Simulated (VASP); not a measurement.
Wanted: the native input for a VASP 6.6.1 run.

```yaml
Task: single point
Functional: PBE
Potentials_or_basis: VASP PAW PBE potentials, release 64 (Cd, Se)
Cutoff: 520 eV
k_mesh: 6 × 6 × 4
Occupations: gaussian, width 0.05 eV
Spin: no spin polarisation
Dipole_correction: no
Further_INCAR_settings: ALGO = Normal; EDIFF = 1e-06; NBANDS = 26
```

The structure of CdSe lies in POSCAR:

```
CdSe
1.0
    4.2984999142      0.0000000000      0.0000000000
   -2.1492499571      3.7226101239      0.0000000000
    0.0000000000      0.0000000000      7.0152000000
Cd Se
2 2
Direct
    0.6263723584      0.2527447167     -0.0427642833
    0.3333333333      0.6666666667      0.5000000000
    0.6666666667      0.3333333333      0.3750000000
    0.3333333333      0.6666666667      0.8750000000
```

This cell differs from its parent crystal: atom 1 (Cd) moved by (-0.300, -0.300) A along y and z.

One way to write it, as run:

INCAR

```
SYSTEM = CdSe
PREC = Accurate ; ENCUT = 520
EDIFF = 1E-6 ; ISMEAR = 0
SIGMA = 0.05 ; LREAL = .False.
LASPH = .True. ; NELM = 60
ALGO = Normal ; ISIF = 2
LWAVE = .False. ; LCHARG = .True.
GGA = PE ; LELF = .True.
LVHAR = .True. ; NBANDS = 26
```

KPOINTS

```
Automatic mesh
0
Gamma
  6 6 4
  0 0 0
```

Potentials or basis: VASP PAW PBE potentials, release 64 (Cd, Se).

The run is started by

```console
$ cat potpaw_PBE.64/Cd/POTCAR potpaw_PBE.64/Se/POTCAR > POTCAR
$ mpirun -np 1 vasp_std > vasp.out
```

Results of the run:

```yaml
Pressure: 6.0 GPa
Largest_force: 4.343 eV/Å
Band_gap_on_the_k_mesh: 0.56 eV, direct
```

Caveat: the cell differs from its parent crystal (atom 1 (Cd) moved by (-0.300, -0.300) A along y and z); forces of over 1 eV/Å act on the atoms, so gaps and moduli don't describe the material at rest.

It took 98 s on 1 thread of Intel(R) Xeon(R) Platinum 8259CL CPU @ 2.50GHz (Skylake/Cascade Lake), with other jobs on the host, peak memory 0.29 GiB.
